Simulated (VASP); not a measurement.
A run of VASP 6.6.1 is set up as follows.

INCAR

```
SYSTEM = WSe2
PREC = Accurate ; ENCUT = 520
EDIFF = 1E-7 ; ISMEAR = 0
SIGMA = 0.05 ; LREAL = .FALSE.
LASPH = .TRUE. ; NELM = 100
ALGO = Normal ; ISIF = 2
LWAVE = .FALSE. ; LCHARG = .FALSE.
GGA = PS ; NBANDS = 49
```

File KPOINTS:

```
regular mesh
0
G
  12 12 1
  0 0 0
```

The input POSCAR:

```
WSe2
1.0
    3.3690299457      0.0000000000      0.0000000000
   -1.6845149728      2.9176655191      0.0000000000
    0.0000000000      0.0000000000     28.3092078968
W Se
3 6
Direct
    0.6666666667      0.3333333333      0.0000000000
    0.3333333333      0.6666666667      0.7734641576
    0.3333333333      0.6666666667      0.2265358424
    0.3333333333      0.6666666667      0.0573689705
    0.6666666667      0.3333333333      0.8308403050
    0.6666666667      0.3333333333      0.2838341585
    0.3333333333      0.6666666667      0.9426310295
    0.6666666667      0.3333333333      0.7161658415
    0.6666666667      0.3333333333      0.1691596950
```

Potentials or basis: VASP PAW PBE potentials, release 64 (W_sv, Se).

Command:

```bash
$ cat potpaw_PBE.64/W_sv/POTCAR potpaw_PBE.64/Se/POTCAR > POTCAR
$ mpirun -np 1 vasp_std > vasp.out
```

Q: Predict the band gap on the k mesh.

A: 0.78 eV, indirect (least direct gap 1.24 eV).

Q: Estimate the largest force.

A: 0.310 eV/Å.

Forces on the atoms (eV/Å):
```
W    0.000  0.000  0.000
W    0.000  0.000 -0.007
W    0.000  0.000  0.007
Se   0.000  0.000  0.288
Se   0.000  0.000  0.290
Se   0.000  0.000  0.310
Se   0.000  0.000 -0.288
Se   0.000  0.000 -0.310
Se   0.000  0.000 -0.290
```

Caveat: the cell differs from its parent crystal (strain +0.030 along x and y, -0.030 along z); the PAW data sets were made with another functional, which shifts forces and pressure a little; spin-orbit coupling is left out, which moves the levels of the heavy elements.
